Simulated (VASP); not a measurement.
Input of a VASP 6.6.1 run:

Contents of POSCAR:

```
BAs
1.0
    0.0000000000      2.1544346900      2.1544346900
    2.1544346900      0.0000000000      2.1544346900
    2.1544346900      2.1544346900      0.0000000000
B As
1 1
Direct
    0.0000000000      0.0000000000      0.0000000000
    0.5000000000      0.5000000000      0.5000000000
```

INCAR.step1

```
SYSTEM = BAs
  ALGO = Normal
  EDIFF = 1E-4
  ENCUT = 600
  GGA = PE
  ISMEAR = -1
  LASPH = .True.
  LCHARG = .False.
  LREAL = .False.
  LWAVE = .True.
  NELM = 60
  PREC = Accurate
  SIGMA = 0.05
```

File INCAR.step2:

```
SYSTEM = BAs
  ALGO = Normal
  EDIFF = 1E-7
  EDIFFG = -0.005
  ENCUT = 600
  IBRION = 2
  ISIF = 3
  ISMEAR = -1
  ISTART = 1
  LASPH = .True.
  LCHARG = .False.
  LMIXTAU = .True.
  LREAL = .False.
  LWAVE = .False.
  METAGGA = R2SCAN
  NELM = 60
  NSW = 60
  PREC = Accurate
  SIGMA = 0.05
```

Contents of KPOINTS:

```
k-points
0
Gamma
  15 15 15
  0 0 0
```

Potentials or basis: VASP PAW PBE potentials, release 64 (B, As).

Run with:

```sh
$ cat potpaw_PBE.64/B/POTCAR potpaw_PBE.64/As/POTCAR > POTCAR
$ cp INCAR.step1 INCAR
$ mpirun -np 1 vasp_std > vasp.out
$ cp INCAR.step2 INCAR
$ mpirun -np 1 vasp_std > vasp.out
```

Estimate the relaxed cell.

a = 3.255 Å, b = 3.255 Å, c = 3.255 Å, α = 60.00°, β = 60.00°, γ = 60.00°.

What does it give for the space group after relaxing (to 0.05 Å)?

Fm-3m (No. 225).

What does it give for the band gap on the k mesh?

Zero (band 4 reaches 8.79 eV, above the bottom of band 5 at 3.68 eV).

Estimate the relaxed volume.

12.19 Å³/atom.

Final structure:
```cif
data_structure
_symmetry_space_group_name_H-M 'P 1'
_symmetry_Int_Tables_number 1
_cell_length_a 3.2551
_cell_length_b 3.2551
_cell_length_c 3.2551
_cell_angle_alpha 60.000
_cell_angle_beta 60.000
_cell_angle_gamma 60.000
_cell_volume 24.39
loop_
_atom_site_label
_atom_site_type_symbol
_atom_site_fract_x
_atom_site_fract_y
_atom_site_fract_z
_atom_site_occupancy
B1 B 0.00000 0.00000 0.00000 1
As1 As 0.50000 0.50000 0.50000 1
```

Caveat: the volume moved by over 15 % at a fixed basis, so the end points are rough; the PAW data sets were made with another functional, which shifts forces and pressure a little.
